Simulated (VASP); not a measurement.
# Si (P6_3/mmc) in VASP: notebook

Aim: see how the results for Si move with the level of theory and the settings. Levels: r2SCANh, r2SCAN50, HF. Tasks: single point.

Everything below comes from runs of VASP 6.6.1. Logs are shortened: lines on timing, memory, paths and dates and some standing lists are left out, and cuts for length are marked.

### 1 The cell of the first run

It takes space group P6_3/mmc (No. 194, hexagonal). Conventional cell: a = 3.831 Å, b = 3.831 Å, c = 6.333 Å, α = 90.00°, β = 90.00°, γ = 120.00°. Within 3.1 Å of Si (site symmetry 3m) lie 4 Si at 2.35 to 2.37 Å.

This isn't the form of Si at room conditions, which is diamond.

### 2 Single point, r2SCANh

Contents of POSCAR:

```
Si
1.0
    3.8313174605      0.0000000000      0.0000000000
   -1.9156587303      3.3180182508      0.0000000000
    0.0000000000      0.0000000000      6.3326220002
Si
4
Direct
    0.6666666667      0.3333333333      0.9369905000
    0.3333333333      0.6666666667      0.4369905000
    0.6666666667      0.3333333333      0.5630095000
    0.3333333333      0.6666666667      0.0630095000
```

Contents of INCAR.step1:

```
SYSTEM = Si
  ALGO = Normal
  EDIFF = 1E-5
  ENCUT = 520
  GGA = PE
  ISIF = 2
  ISMEAR = -1
  LASPH = .True.
  LCHARG = .False.
  LREAL = .False.
  LWAVE = .True.
  NBANDS = 16
  NELM = 60
  PREC = Accurate
  SIGMA = 0.05
```

Contents of INCAR.step2:

```
SYSTEM = Si
  AEXX = 0.1
  ALGO = Normal
  EDIFF = 1E-6
  ENCUT = 520
  ISIF = 2
  ISMEAR = -1
  ISTART = 1
  LASPH = .True.
  LCHARG = .False.
  LHFCALC = .True.
  LMIXTAU = .True.
  LREAL = .False.
  LWAVE = .False.
  METAGGA = R2SCAN
  NBANDS = 16
  NELM = 60
  PREC = Accurate
  PRECFOCK = Normal
  SIGMA = 0.05
```

Contents of KPOINTS:

```
k-points
0
Gamma
  4 4 2
  0 0 0
```

Potentials or basis: VASP PAW PBE potentials, release 64 (Si).

On the command line:

```sh
cat potpaw_PBE.64/Si/POTCAR > POTCAR
cp INCAR.step1 INCAR
mpirun -np 1 vasp_std > vasp.out
cp INCAR.step2 INCAR
mpirun -np 1 vasp_std > vasp.out
```

OUTCAR:

```text
SYSTEM = Si
   AEXX = 0.1
   EDIFF = 1E-6
   ENCUT = 520
   ISIF = 2
   ISMEAR = -1
   ISTART = 1
   LASPH = .True.
   LHFCALC = .True.
   LREAL = .False.
   METAGGA = R2SCAN
   NELM = 60
   PREC = Accurate
   PRECFOCK = Normal

 ion  position               nearest neighbor table
   1  0.667  0.333  0.937-   4 2.35   4 2.35   4 2.35   3 2.37
   2  0.333  0.667  0.437-   3 2.35   3 2.35   3 2.35   4 2.37
   3  0.667  0.333  0.563-   2 2.35   2 2.35   2 2.35   1 2.37
   4  0.333  0.667  0.063-   1 2.35   1 2.35   1 2.35   2 2.37

  LATTYP: Found a hexagonal cell.
 ALAT       =     3.8313174605
 C/A-ratio  =     1.6528575524

  Lattice vectors:

 A1 = (   3.8313174605,   0.0000000000,   0.0000000000)
 A2 = (  -1.9156587303,   3.3180182508,   0.0000000000)
 A3 = (   0.0000000000,   0.0000000000,   6.3326220002)

Analysis of symmetry for initial positions (statically):
=====================================================================
 Subroutine PRICEL returns:
 Original cell was already a primitive cell.

 Routine SETGRP: Setting up the symmetry group for a
 hexagonal supercell.

 Subroutine GETGRP returns: Found 24 space group operations
 (whereof 12 operations were pure point group operations)
 out of a pool of 24 trial point group operations.

The static configuration has the point symmetry D_3d.
 The point group associated with its full space group is D_6h.

Analysis of symmetry for dynamics (positions and initial velocities):
=====================================================================
 Subroutine PRICEL returns:
 Original cell was already a primitive cell.

 Routine SETGRP: Setting up the symmetry group for a
 hexagonal supercell.

 Subroutine GETGRP returns: Found 24 space group operations
 (whereof 12 operations were pure point group operations)
 out of a pool of 24 trial point group operations.

The dynamic configuration has the point symmetry D_3d.
 The point group associated with its full space group is D_6h.

 Subroutine INISYM returns: Found 24 space group operations
 (whereof 12 operations are pure point group operations),
 and found     1 'primitive' translations

----------------------------------------------------------------------------------------

                                     Primitive cell

  volume of cell :      80.5027

[... 83 lines left out ...]
   POTIM  = 0.5000    time-step for ionic-motion
   TEBEG  =    0.0;   TEEND  =   0.0 temperature during run
   PSTRESS=    0.0 pullay stress
   NELECT =      16.0000    total number of electrons
   NUPDOWN=      -1.0000    fix difference up-down
   EMIN   =  10.00;   EMAX   =-10.00  energy-range for DOS
   EFERMI =   0.00;   METHOD = LEGACY
   ISMEAR =    -1;   SIGMA  =   0.05  broadening in eV -4-tet -1-fermi 0-gaus
   EFERMI_NEDOS =   21; number of points for ismear=-14 and -15
   IALGO  =     38    algorithm
   IMIX   =      1    mixing-type and parameters
     AMIX     =   0.40;   BMIX     =  1.00
     AMIX_MAG =   1.60;   BMIX_MAG =  1.00
  volume/ion in A,a.u.               =      20.13       135.81
  Fermi-wavevector in a.u.,A,eV,Ry     =   0.955384  1.805414 12.418837  0.912759
  Thomas-Fermi vector in A             =   2.084217
   LORBIT       =      0    0 simple, 1 ext, 2 COOP (PROOUT), +10 PAW based schemes
   METAGGA = R2SCAN    functional components
   LHFCALC =     T    Hartree Fock is set to
   PRECFOCK=normal    Normal, Fast or Accurate (Low or Medium for compatibility)
   ENCUT4O =  -1.0   cutoff for four orbital integrals eV
   NKREDX  =     1    reduce k-point grid by
   NKREDY  =     1    reduce k-point grid by
   NKREDZ  =     1    reduce k-point grid by
   AEXX    =    0.1000 exact exchange contribution
   HFSCREEN=    0.0000 screening length (either q_TF or 0.3 A-1)
   HFSCREENC=   0.0000 screening length for correlation (either q_TF or 0.3 A-1)
   ENCUTFOCK=  -1.0 apply spherical cutoff to Coloumb kernel
   IVDW    =     0    specifies the selected vdW correction
   LEPSILON=     F    determine dielectric tensor
   LRPA    =     F    only Hartree local field effects (RPA)
 non-spin polarized calculation
  energy-cutoff  :      520.00
  volume of cell :       80.50
 maximum number of plane-waves:      2200
  NGX = 24; NGY = 24; NGZ = 36

 number of electron      15.9999999 magnetization

 Free energy of the ion-electron system (eV)
  ---------------------------------------------------
  ext. energy  EPLUGINS =         0.00000000
  ---------------------------------------------------
  free energy    TOTEN  =       -35.71670800 eV

  energy without entropy =      -35.71670471  energy(sigma->0) =      -35.71670635

 E-fermi :   6.2458     XC(G=0):  -8.9603

 val. band max:        5.7096296549   @ k =   0.0000   0.0000   0.0000
 cond. band min:       6.8021423125   @ k =   0.5000   0.0000   0.0000
 fundamental gap:      1.0925126576
 Fermi energy:         6.2457577285

 k-point     1 :       0.0000    0.0000    0.0000
  band No.  band energies     occupation
      1      -7.5368      2.00000
      2      -5.0456      2.00000
      3      -2.1077      2.00000
      4       4.0424      2.00000
      5       4.0424      2.00000
      6       5.3537      2.00000
[... 129 lines left out ...]
      3      -1.5200      2.00000
      4      -1.5200      2.00000
      5       1.5149      2.00000
      6       1.5149      2.00000
[... 8 lines left out ...]
     15      12.0655      0.00000
     16      12.0655      0.00000

------------------------ aborting loop because EDIFF is reached ----------------------------------------

  FORCE on cell =-STRESS in cart. coord.  units (eV):
  Direction    XX          YY          ZZ          XY          YZ          ZX
  --------------------------------------------------------------------------------------
  -------------------------------------------------------------------------------------
  Total        0.0844085      0.0844085     -0.4187400     -0.0000000     -0.0000000      0.0000000
  in kB        1.6799106      1.6799106     -8.3338290     -0.0000000     -0.0000000      0.0000000
  external PRESSURE =      -1.6580026 kB  Pullay stress =       0.0000000 kB

 VOLUME and BASIS-vectors are now :
 -----------------------------------------------------------------------------
  energy-cutoff  :      520.00
  volume of cell :       80.50
      direct lattice vectors                 reciprocal lattice vectors
     3.831317461  0.000000000  0.000000000     0.261006823  0.150692360  0.000000000
    -1.915658730  3.318018251  0.000000000     0.000000000  0.301384720  0.000000000
     0.000000000  0.000000000  6.332622000     0.000000000  0.000000000  0.157912473

 POSITION                                       TOTAL-FORCE (eV/Angst)
 -----------------------------------------------------------------------------------
      1.91566      1.10601      5.93361         0.000000      0.000000      0.077449
     -0.00000      2.21201      2.76730        -0.000000      0.000000      0.077449
      1.91566      1.10601      3.56533         0.000000     -0.000000     -0.077449
     -0.00000      2.21201      0.39902        -0.000000      0.000000     -0.077449
 -----------------------------------------------------------------------------------
    total drift:                                0.000000      0.000000     -0.000000

  FREE ENERGIE OF THE ION-ELECTRON SYSTEM (eV)
  ---------------------------------------------------
  free  energy   TOTEN  =       -35.7167079978 eV

  energy  without entropy=      -35.7167047104  energy(sigma->0) =      -35.71670635
```

OSZICAR.step1:

```text
N       E                     dE             d eps       ncg     rms          rms(c)
DAV:   1     0.269266496566E+02    0.26927E+02   -0.58995E+03   256   0.814E+02
DAV:   2    -0.198334191809E+02   -0.46760E+02   -0.41928E+02   360   0.121E+02
DAV:   3    -0.218283059695E+02   -0.19949E+01   -0.19776E+01   328   0.233E+01
DAV:   4    -0.218519744444E+02   -0.23668E-01   -0.23665E-01   312   0.325E+00
DAV:   5    -0.218524015718E+02   -0.42713E-03   -0.42712E-03   336   0.409E-01    0.692E+00
DAV:   6    -0.215877154940E+02    0.26469E+00   -0.10748E-01   296   0.154E+00    0.423E+00
DAV:   7    -0.214660801725E+02    0.12164E+00   -0.23165E-01   296   0.236E+00    0.255E-01
DAV:   8    -0.214688200843E+02   -0.27399E-02   -0.16597E-02   296   0.637E-01    0.106E-01
DAV:   9    -0.214693541201E+02   -0.53404E-03   -0.71936E-04   320   0.152E-01    0.862E-02
DAV:  10    -0.214695132219E+02   -0.15910E-03   -0.20090E-04   312   0.696E-02    0.163E-02
DAV:  11    -0.214695135880E+02   -0.36606E-06   -0.39591E-06   232   0.116E-02
   1 F= -.21469514E+02 E0= -.21468863E+02  d E =-.130102E-02
```

Wall time 9.9 min (1 thread of Intel Xeon 8259CL, shared host); peak memory 0.2 GiB.

Results:

* Free energy: -35.7167 eV
* Pressure: -0.2 GPa
* Largest force: 0.077 eV/Å
* Band gap on the k mesh: 1.09 eV (least direct gap 1.88 eV)

Forces in eV/Å, atoms in the order of the input:
```
Si   0.000  0.000  0.077
Si   0.000  0.000  0.077
Si   0.000  0.000 -0.077
Si   0.000  0.000 -0.077
```

Caveat: the k points lie up to 0.50 Å⁻¹ apart; the PAW data sets were made with another functional, which shifts forces and pressure a little. A k mesh can miss the band edges.

### 3 Single point, r2SCAN50

POSCAR is that of step 2.

Contents of INCAR.step1:

```
PREC = Accurate ; ENCUT = 520
EDIFF = 1E-5 ; ISMEAR = -1
SIGMA = 0.05 ; LREAL = F
LASPH = T ; NELM = 100
ALGO = Normal ; ISIF = 2
LWAVE = T ; LCHARG = F
NBANDS = 16 ; GGA = PE
```

Contents of INCAR.step2:

```
PREC = Accurate ; ENCUT = 520
EDIFF = 1E-7 ; ISMEAR = -1
SIGMA = 0.05 ; LREAL = F
LASPH = T ; NELM = 100
ALGO = Normal ; ISIF = 2
LWAVE = F ; LCHARG = F
METAGGA = R2SCAN ; LHFCALC = T
AEXX = 0.5 ; LMIXTAU = T
PRECFOCK = Normal ; NBANDS = 16
ISTART = 1
```

Contents of KPOINTS:

```
Automatic mesh
0
Gamma
  4 4 2
```

Potentials or basis: VASP PAW PBE potentials, release 64 (Si).

On the command line:

```sh
cat potpaw_PBE.64/Si/POTCAR > POTCAR
cp INCAR.step1 INCAR
mpirun -np 1 vasp_std > vasp.out
cp INCAR.step2 INCAR
mpirun -np 1 vasp_std > vasp.out
```

Run time: 11 min. Hardware: 1 thread of Intel Xeon 8259CL, shared host; peak memory 0.2 GiB.

Results (log left out):

```
Free energy            : -39.2322 eV
Pressure               : -2.2 GPa
Largest force          : 0.092 eV/Å
Band gap on the k mesh : 3.09 eV (least direct gap 3.96 eV)
```

Forces on the atoms (eV/Å):
```
Si   0.000  0.000  0.092
Si   0.000  0.000  0.092
Si   0.000  0.000 -0.092
Si   0.000  0.000 -0.092
```

Stress tensor (GPa, compression positive):
```
-1.95  0.00  0.00
 0.00 -1.95  0.00
 0.00  0.00 -2.84
```

Levels at points of the mesh, in eV from the valence-band top:
```tsv
k point	band 5	band 6	band 7	band 8	band 9	band 10	band 11	band 12
(0.00, 0.00, 0.00)	-1.87	-0.32	0.00	0.00	3.96	4.95	4.95	5.43
(0.50, 0.00, 0.00)	-5.65	-3.75	-3.43	-1.77	3.09	5.40	5.87	6.22
(0.00, 0.00, 0.50)	-1.12	-1.12	-1.12	-1.12	4.83	4.83	6.10	6.10
(0.50, 0.00, 0.50)	-2.95	-2.95	-2.91	-2.91	3.67	3.67	4.51	4.51
```

Caveat: the k points lie up to 0.50 Å⁻¹ apart; the PAW data sets were made with another functional, which shifts forces and pressure a little.

### 4 Single point, HF

POSCAR is that of step 3.

Contents of INCAR.step1:

```
SYSTEM = Si
  PREC = Accurate
  ENCUT = 520
  EDIFF = 1E-5
  ISMEAR = -1
  SIGMA = 0.05
  LREAL = .FALSE.
  LASPH = .TRUE.
  NELM = 80
  ALGO = Normal
  ISIF = 2
  LWAVE = .TRUE.
  NBANDS = 16
  GGA = PE
```

Contents of INCAR.step2:

```
SYSTEM = Si
  PREC = Accurate
  ENCUT = 520
  EDIFF = 1E-6
  ISMEAR = -1
  SIGMA = 0.05
  LREAL = .FALSE.
  LASPH = .TRUE.
  NELM = 80
  ALGO = Normal
  ISIF = 2
  LWAVE = .FALSE.
  LCHARG = .TRUE.
  GGA = PE
  LHFCALC = .TRUE.
  AEXX = 1.0
  ALDAC = 0.0
  AGGAC = 0.0
  PRECFOCK = Normal
  LELF = .TRUE.
  LVHAR = .TRUE.
  NBANDS = 16
  ISTART = 1
```

Contents of KPOINTS:

```
regular mesh
0
G
  4 4 2
  0 0 0
```

On the command line:

```sh
cat potpaw_PBE.64/Si/POTCAR > POTCAR
cp INCAR.step1 INCAR
mpirun -np 1 vasp_std > vasp.out
cp INCAR.step2 INCAR
mpirun -np 1 vasp_std > vasp.out
```

Wall time 9 min (1 thread of Intel Xeon 8259CL, shared host); peak memory 0.19 GiB.

The run converged. Its results:

- Free energy: -38.6207 eV
- Pressure: 2.9 GPa
- Largest force: 0.083 eV/Å
- Band gap on the k mesh: 6.52 eV (least direct gap 7.58 eV)

Forces in eV/Å, atoms in the order of the input:
```
Si   0.000  0.000  0.083
Si   0.000  0.000  0.083
Si   0.000  0.000 -0.083
Si   0.000  0.000 -0.083
```

Stress tensor (GPa, compression positive):
```
3.09 0.00 0.00
0.00 3.09 0.00
0.00 0.00 2.58
```

Levels at points of the mesh, in eV from the valence-band top:
| k point | band 5 | band 6 | band 7 | band 8 | band 9 | band 10 | band 11 | band 12 |
| --- | --- | --- | --- | --- | --- | --- | --- | --- |
| (0.00, 0.00, 0.00) | -2.03 | -0.34 | 0.00 | 0.00 | 7.58 | 8.63 | 8.63 | 9.20 |
| (0.50, 0.00, 0.00) | -6.06 | -4.06 | -3.47 | -1.90 | 6.52 | 9.08 | 9.23 | 9.95 |
| (0.00, 0.00, 0.50) | -1.18 | -1.18 | -1.18 | -1.18 | 8.51 | 8.51 | 9.85 | 9.85 |
| (0.50, 0.00, 0.50) | -3.16 | -3.16 | -3.10 | -3.10 | 7.13 | 7.13 | 8.07 | 8.07 |

Caveat: the k points lie up to 0.50 Å⁻¹ apart; the PAW data sets were made with another functional, which shifts forces and pressure a little. A k mesh can miss the band edges.

### 5 Summary

```tsv
level	share of exact exchange	gap on the mesh (eV)	pressure (GPa)	largest force (eV/Å)
r2SCANh	0.1	1.09	-0.2	0.08
r2SCAN50	0.5	3.09	-2.2	0.09
HF	1	6.52	2.9	0.08
```

Alike in all rows: task single point; potentials or basis VASP PAW PBE potentials, release 64 (Si); no spin polarisation; cell as given; k mesh 4 × 4 × 2; cutoff (eV) 520; smearing fermi-dirac 0.05 eV.

Caveats: all runs use coarse meshes; the PAW data sets were made with another functional, which shifts forces and pressure a little.

Absolute energies hang on the potentials; compare differences alone.
